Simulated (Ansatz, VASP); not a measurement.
## Two plane-wave programs on Gd

Contents of INCAR:

```
SYSTEM = Gd
  PREC = Accurate
  ENCUT = 520
  EDIFF = 1E-7
  ISMEAR = -1
  SIGMA = 0.1
  LREAL = .False.
  LASPH = .True.
  NELM = 150
  ALGO = Normal
  ISIF = 2
  LWAVE = .False.
  LCHARG = .False.
  ISPIN = 2
  MAGMOM = 7
  LORBIT = 11
  LMAXMIX = 6
  GGA = PS
  NBANDS = 19
```

File KPOINTS:

```
regular mesh
0
Gamma
  10 10 10
  0 0 0
```

The input POSCAR:

```
Gd
1.0
    0.0000000000      2.6309962726      2.6309962726
    2.6309962726      0.0000000000      2.6309962726
    2.6309962726      2.6309962726      0.0000000000
Gd
1
Direct
    0.0000000000      0.0000000000      0.0000000000
```

Input for Ansatz:

```yaml
crystal:
  lattice:
    - [0.0, 2.630996272605449, 2.630996272605449]
    - [2.630996272605449, 0.0, 2.630996272605449]
    - [2.630996272605449, 2.630996272605449, 0.0]
  atoms:
    - { symbol: Gd, position: [0.0, 0.0, 0.0], spin: 7.0 }
basis:
  ecutwfc: 500.0
kpoints:
  mp_grid:
    grid: [10, 10, 10]
hamiltonian:
  xc: pbesol
magnetization:
  spin_polarized: true
scf:
  occupations:
    method: fermi_dirac
    width: 0.1
output:
  stress: true
```

Alike in both runs: task single point; functional PBEsol; k mesh 10 × 10 × 10; occupations fermi-dirac, width 0.1 eV; collinear spin.

|  | VASP | Ansatz |
| --- | --- | --- |
| version | VASP 6.6.1 | Ansatz 0.2.0 |
| potentials or method | VASP PAW PBE potentials, release 64 (Gd), cutoff 520 eV | plane waves, PAW |
| valence electrons in the cell | 18 | 18 |

```csv
,VASP,Ansatz,Ansatz less VASP
pressure (GPa),-4.0,-4.0,+0.04
net moment per atom (μB),7.53,7.53,-0.001
size of the moment on the site where the two differ most (μB),6.92,7.28,+0.359
```

VASP's potentials were made for PBE, not for PBEsol. Site moments also hang on the region over which each program counts them.

Spin-orbit coupling is off throughout.
